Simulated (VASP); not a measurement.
Write the native input for VASP 6.6.1 that does the following.

```yaml
Task: single point
Functional: PBE
Potentials_or_basis: VASP PAW PBE potentials, release 64 (Rb_sv, Br)
Cutoff: 520 eV
k_mesh: 6 × 6 × 6
Occupations: gaussian, width 0.05 eV
Spin: no spin polarisation
Dipole_correction: no
Further_INCAR_settings: ALGO = Normal; EDIFF = 1e-06; NBANDS = 15
```

The structure of RbBr lies in POSCAR:

```
RbBr
1.0
    4.1826059313      0.0000000000      0.0000000000
    0.0000000000      4.1826059313      0.0000000000
    0.0000000000      0.0000000000      4.0153016941
Rb Br
1 1
Direct
    0.0000000000      0.0000000000      0.0000000000
    0.5000000000      0.5000000000      0.5000000000
```

This cell differs from its parent crystal: ratio of the length along z to the lengths across it x 0.96, volume and fractional coordinates fixed.

The input as run:

INCAR

```
PREC = Accurate
ENCUT = 520
EDIFF = 1E-6
ISMEAR = 0
SIGMA = 0.05
LREAL = F
LASPH = T
NELM = 80
ALGO = Normal
ISIF = 2
LWAVE = F
LCHARG = T
GGA = PE
LELF = T
LVHAR = T
NBANDS = 15
```

KPOINTS

```
regular mesh
0
Gamma
  6 6 6
```

Potentials or basis: VASP PAW PBE potentials, release 64 (Rb_sv, Br).

Run with:

```sh
$ cat potpaw_PBE.64/Rb_sv/POTCAR potpaw_PBE.64/Br/POTCAR > POTCAR
$ mpirun -np 1 vasp_std > vasp.out
```

It gave:

- Pressure: 0.8 GPa
- Band gap on the k mesh: 3.94 eV, indirect (least direct gap 4.07 eV)

Run time: 14 s on 1 thread of Intel(R) Xeon(R) Platinum 8488C (Sapphire Rapids), with other jobs on the host, peak memory 0.19 GiB.
